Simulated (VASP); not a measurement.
GaN:

```xyz
4
Lattice="1.6950 -4.8249 0.0000 1.6950 4.8249 0.0000 0.0000 0.0000 3.5007" Properties=species:S:1:pos:R:3 pbc="T T T"
Ga    1.6950   -1.2715    2.6255
Ga    1.6950    1.2715    0.8752
N     1.6950   -3.4864    2.6255
N     1.6950    3.4864    0.8752
```

```yaml
Program: VASP 6.6.1
Task: relaxation of cell and atoms
Functional: PBE
Potentials_or_basis: VASP PAW PBE potentials, release 64 (Ga_d, N)
Cutoff: 600 eV
k_mesh: 6 × 6 × 6
Occupations: gaussian, width 0.1 eV
Spin: no spin polarisation
```

At the start: pressure -25.8 GPa; volume 14.31 Å³/atom.

Question: How do energy, volume and symmetry change on relaxing?

Answer: Over 17 steps the energy falls by 679.9 meV/atom and the volume is 12.24 Å³/atom (-14.5 %); space group Cmcm (No. 63, to 0.05 Å).

The path:
```tsv
step	energy change (eV)	largest force (eV/Å)	pressure (GPa)	volume (Å³)
1	0.0000	1.7058	-25.80	57.26
2	-2.0742	1.1483	10.39	40.14
3	-2.1056	0.8172	2.86	41.56
4	-2.4130	0.3408	10.49	40.22
5	-2.4125	0.3419	11.03	40.16
6	-2.5389	0.6260	-3.24	43.90
7	-2.5402	0.6068	-2.05	43.51
8	-2.6075	0.4152	-0.44	44.02
9	-2.6552	0.3550	2.64	44.70
10	-2.6584	0.3420	3.85	44.93
11	-2.6957	0.3316	0.02	46.83
12	-2.7012	0.3324	-1.90	47.94
13	-2.7154	0.1174	-0.29	48.29
14	-2.7173	0.0774	0.53	48.47
15	-2.7189	0.0235	0.04	48.84
16	-2.7189	0.0247	0.01	48.85
17	-2.7195	0.0219	0.00	48.96
```

Final structure:
```
Ga N
1.0
     1.45579   -5.75728    0.00000
     1.45579    5.75728    0.00000
     0.00000    0.00000    2.92101
Ga N
2 2
Direct
  0.65916 0.34084 0.75000
  0.34084 0.65916 0.25000
  0.84672 0.15328 0.75000
  0.15328 0.84672 0.25000
```
